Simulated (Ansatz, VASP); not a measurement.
One calculation of Rh, two programs

```
CELL_PARAMETERS angstrom
0.00000 1.89043 1.89043
1.89043 0.00000 1.89043
1.89043 1.89043 0.00000
ATOMIC_POSITIONS crystal
Rh 0.00000 0.00000 0.00000
```

Alike in both runs: functional PBEsol; k mesh 18 × 18 × 18; occupations fermi-dirac, width 0.08 eV; no spin polarisation.

Ansatz relaxed the structure, and its values are those at the end. VASP's run is a single point on that final structure, the one shown.

|  | VASP | Ansatz |
| --- | --- | --- |
| version | VASP 6.6.1 | Ansatz 0.2.0 |
| potentials or method | VASP PAW PBE potentials, release 64 (Rh_pv) | PAW with Ansatz's default frozen-core files, scalar-relativistic |
| plane-wave cutoff (eV) | 500 | 420 |
| valence electrons in the cell | 15 | 17 |

|  | VASP | Ansatz | Ansatz less VASP |
| --- | --- | --- | --- |
| pressure (GPa) | 0.0 | 0.0 | +0.03 |

VASP's potentials were made for PBE, not for PBEsol. VASP's potentials hold 15 valence electrons a cell and Ansatz's 17, so a difference there can come from the potentials and not from the codes.
